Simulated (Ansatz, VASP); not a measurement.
CaSe in VASP and in Ansatz

```
CELL_PARAMETERS angstrom
0.00000 2.94913 2.94913
2.94913 0.00000 2.94913
2.94913 2.94913 0.00000
ATOMIC_POSITIONS crystal
Ca 0.00000 0.00000 0.00000
Se 0.50000 0.50000 0.50000
```

Alike in both runs: task single point; functional PBEsol; k mesh 6 × 6 × 6; no spin polarisation.

|  | VASP | Ansatz |
| --- | --- | --- |
| version | VASP 6.6.1 | Ansatz 0.2.0 |
| potentials or method | VASP PAW PBE potentials, release 64 (Ca_sv, Se), cutoff 520 eV | all-electron LAPW, scalar-relativistic |
| occupations | gaussian, width 0.01 eV | fixed |

VASP gave:

| Property | Result |
| --- | --- |
| gap on the k mesh at the Fermi level (eV) | 1.90 |
| pressure (GPa) | -0.6 |

**Question.** What did Ansatz give for the same quantities?

**Answer.** gap on the k mesh at the Fermi level (eV): 1.92; pressure (GPa): -0.8.

VASP's potentials were made for PBE, not for PBEsol. Ansatz ran all-electron here, and VASP with PAW potentials.
